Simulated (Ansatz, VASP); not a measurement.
# AgCl: VASP beside Ansatz

File INCAR:

```
PREC     = Accurate       # precision mode
ENCUT    = 520            # plane-wave cutoff, eV
EDIFF    = 1E-6           # SCF threshold, eV
ISMEAR   = 0              # smearing method
SIGMA    = 0.05           # smearing width, eV
LREAL    = F              # projectors in reciprocal space
LASPH    = T              # aspherical terms in the spheres
NELM     = 80             # most SCF steps
ALGO     = Normal         # electronic algorithm
ISIF     = 2              # what is computed and relaxed
LWAVE    = F              # write WAVECAR
LCHARG   = F              # write CHGCAR
GGA      = PS             # functional
NBANDS   = 16             # bands
```

The input KPOINTS:

```
regular mesh
0
Gamma
  12 12 12
```

The input POSCAR:

```
AgCl
1.0
    3.2421568712     -0.0854074851     -0.0854074851
   -0.0854074851      3.2421568712     -0.0854074851
   -0.0854074851     -0.0854074851      3.2421568712
Ag Cl
1 1
Direct
    0.0000000000      0.0000000000      0.0000000000
    0.5000000000      0.5000000000      0.5000000000
```

Input for Ansatz:

```yaml
crystal:
  lattice:
    - [3.2421568712, -0.0854074851, -0.0854074851]
    - [-0.0854074851, 3.2421568712, -0.0854074851]
    - [-0.0854074851, -0.0854074851, 3.2421568712]
  atoms:
    - { symbol: Ag, position: [0.0, 0.0, 0.0] }
    - { symbol: Cl, position: [0.5, 0.5, 0.5] }
basis:
  ecutwfc: 420
kpoints:
  mp_grid: { grid: [12, 12, 12] }
hamiltonian:
  xc: pbesol
scf:
  occupations: { method: gaussian, width: 0.05 }
output:
  forces: true
  stress: true
  eigenvalues: true
```

Alike in both runs: task single point; functional PBEsol; k mesh 12 × 12 × 12; occupations gaussian, width 0.05 eV; no spin polarisation.

|  | VASP | Ansatz |
| --- | --- | --- |
| version | VASP 6.6.1 | Ansatz 0.2.0 |
| potentials or method | VASP PAW PBE potentials, release 64 (Ag, Cl), cutoff 520 eV | scalar-relativistic, plane waves, PAW |
| valence electrons in the cell | 18 | 26 |

Ansatz gave:

```
gap on the k mesh at the Fermi level (eV)                     : 0.36
least direct gap on the mesh (eV)                             : 2.59
pressure (GPa)                                                : 7.1
traceless stress, the component that is largest in VASP (GPa) : -0.16
```

Task: Which values does VASP return?

Result: gap on the k mesh at the Fermi level (eV): 0.36; least direct gap on the mesh (eV): 2.59; pressure (GPa): 7.0; traceless stress, the component that is largest in VASP (GPa): -0.17.

VASP's potentials were made for PBE, not for PBEsol. VASP's potentials hold 18 valence electrons a cell and Ansatz's 26, so a difference there can come from the potentials and not from the codes.
